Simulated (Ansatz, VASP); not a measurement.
# Mg2SO in VASP and in Ansatz

```
O Mg S
1.0
     3.40839    0.00000    0.00000
     0.00000    3.40839    0.00000
     0.00000    0.00000    5.03964
O Mg S
1 2 1
Direct
  0.00000 0.00000 0.00000
  0.00000 0.00000 0.50000
  0.50000 0.50000 0.00000
  0.50000 0.50000 0.50000
```

Change from the starting cell: uniaxial_z strain +5.8%.

Alike in both runs: task single point; functional PBE; k mesh 8 × 8 × 6; occupations fermi-dirac, width 0.02 eV; no spin polarisation.

```csv
,VASP,Ansatz
version,VASP 6.6.1,Ansatz 0.2.0
potentials or method,"VASP PAW PBE potentials, release 64 (O, Mg, S)","plane waves, PAW"
plane-wave cutoff (eV),520,420
valence electrons in the cell,16,32
```

|  | VASP | Ansatz | Ansatz less VASP |
| --- | --- | --- | --- |
| gap on the k mesh at the Fermi level (eV) | 2.65 | 2.66 | +0.019 |
| pressure (GPa) | -2.8 | -2.5 | +0.35 |

With one functional, cell and mesh, what is left measures potentials, basis and numerics. VASP's potentials hold 16 valence electrons a cell and Ansatz's 32, so a difference there can come from the potentials and not from the codes.
